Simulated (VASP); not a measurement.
Set up this calculation in VASP 6.6.1, as the native input.

* Task: single point
* Functional: PBE
* Potentials or basis: VASP PAW PBE potentials, release 64 (Al, N)
* Cutoff: 520 eV
* k mesh: 6 × 6 × 2
* Occupations: gaussian, width 0.05 eV
* Spin: no spin polarisation
* Dipole correction: no
* Further INCAR settings: LREAL = Auto; ALGO = Normal; EDIFF = 1e-06; NBANDS = 62

The structure of Al12N11 (a cell with a defect) lies in POSCAR:

```
Al12N11
1.0
    0.0000000000     -5.7405226851      0.0000000000
    4.9714384763      2.8702613426      0.0000000000
    0.0000000000      0.0000000000      8.3737655613
Al N
12 11
Direct
    0.3692419324      0.3333333014      0.3890187725
    0.3376327898      0.3333333014      0.8676128973
    0.6929925209      0.0163435594      0.3631061770
    0.6534270421     -0.0130083074      0.8815566839
    0.0099824828      0.6503232446      0.3631061770
   -0.0002314040      0.6796749102      0.8815566839
    0.6467726800      0.6360324110      0.1320165930
    0.6755276713      0.6751625341      0.6219018149
    0.9556599617      0.3333333014      0.1109281115
    0.9979533230      0.3333333014      0.6456570775
    0.3440736828      1.0306342972      0.1320165930
    0.3336985509      0.9915041740      0.6219018149
    0.3275823113      0.3333333014      0.6212014131
    0.6415962928     -0.0288510057      0.1190715208
    0.6777926858      0.0099333423      0.6246730890
    0.0037805451      0.6955176085      0.1190715208
    0.0011927642      0.6567332605      0.6246730890
    0.6862290741      0.6785812630      0.3795401217
    0.6611768899      0.6622745138      0.8659296641
    1.0611102897      0.3333333014      0.3206065396
    0.9995909787      0.3333333014      0.8818838963
    0.3409812249      0.9880854452      0.3795401217
    0.3322356156      1.0043921943      0.8659296641
```

One way to write it, as run:

INCAR

```
PREC = Accurate
ENCUT = 520
EDIFF = 1E-6
ISMEAR = 0
SIGMA = 0.05
LREAL = Auto
LASPH = True
NELM = 100
ALGO = Normal
ISIF = 2
LWAVE = False
LCHARG = False
GGA = PE
NBANDS = 62
```

KPOINTS

```
Automatic mesh
0
Gamma
  6 6 2
```

Potentials or basis: VASP PAW PBE potentials, release 64 (Al, N).

Command:

```sh
$ cat potpaw_PBE.64/Al/POTCAR potpaw_PBE.64/N/POTCAR > POTCAR
$ mpirun -np 1 vasp_std > vasp.out
```

Results of the run:

| Item | Value |
| --- | --- |
| Pressure | 1.5 GPa |
| Largest force | 2.582 eV/Å |
| Band gap on the k mesh | zero (an odd number of electrons rules out a gap without spin polarisation) |

Caveat: the k points lie up to 0.38 Å⁻¹ apart, too coarse for converged energies and pressures of a metal.

It took 7 min on 1 thread of AMD EPYC 9R45 96-Core Processor (Zen 5), on a shared host, peak memory 0.46 GiB.
